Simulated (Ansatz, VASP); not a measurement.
## One calculation of CdS3, two programs

Contents of INCAR:

```
SYSTEM = CdS3
ALGO = Normal
EDIFF = 1E-6
ENCUT = 500
GGA = PE
GGA_COMPAT = .False.
ISIF = 2
ISMEAR = 0
LASPH = .True.
LCHARG = .False.
LREAL = .False.
LWAVE = .False.
NBANDS = 23
NELM = 120
PREC = Accurate
SIGMA = 0.1
```

The input KPOINTS:

```
k-points
0
Gamma
  4 4 4
  0 0 0
```

POSCAR

```
CdS3
1.0
    4.3563458400      0.0000000000      0.0000000000
    0.0000000000      4.3563458400      0.0000000000
    0.0000000000      0.0000000000      4.3563458400
Cd S
1 3
Direct
    0.0000000000      0.0000000000      0.0000000000
    0.0000000000      0.5000000000      0.5000000000
    0.5000000000      0.0000000000      0.5000000000
    0.5000000000      0.5000000000      0.0000000000
```

Input for Ansatz:

```yaml
crystal:
  lattice:
    - [4.35634584, 0.0, 0.0]
    - [0.0, 4.35634584, 0.0]
    - [0.0, 0.0, 4.35634584]
  atoms:
    - { symbol: Cd, position: [0.0, 0.0, 0.0] }
    - { symbol: S, position: [0.0, 0.5, 0.5] }
    - { symbol: S, position: [0.5, 0.0, 0.5] }
    - { symbol: S, position: [0.5, 0.5, 0.0] }
basis:
  ecutwfc: 420
kpoints:
  mp_grid: { grid: [4, 4, 4] }
hamiltonian:
  xc: pbe
scf:
  occupations: { method: gaussian, width: 0.1 }
  lower_state_search: "off"
output:
  forces: true
  stress: true
  eigenvalues: true
```

Change from the starting cell: species swapped into the TlHg3 type (Pm-3m, No. 221).

Alike in both runs: task single point; functional PBE; k mesh 4 × 4 × 4; occupations gaussian, width 0.1 eV; no spin polarisation.

|  | VASP | Ansatz |
| --- | --- | --- |
| version | VASP 6.6.1 | Ansatz 0.2.0 |
| potentials or method | VASP PAW PBE potentials, release 64 (Cd, S), cutoff 500 eV | scalar-relativistic, plane waves, PAW |
| valence electrons in the cell | 30 | 38 |

|  | VASP | Ansatz | Ansatz less VASP |
| --- | --- | --- | --- |
| gap on the k mesh at the Fermi level (eV) | none | none | - |
| pressure (GPa) | -5.5 | -5.6 | -0.09 |

A gap of «none» marks a metal or a gap that the smearing closes. With one functional, cell and mesh, what is left measures potentials, basis and numerics. VASP's potentials hold 30 valence electrons a cell and Ansatz's 38, so a difference there can come from the potentials and not from the codes.

The k mesh is coarse, so the values compare programs but aren't converged.
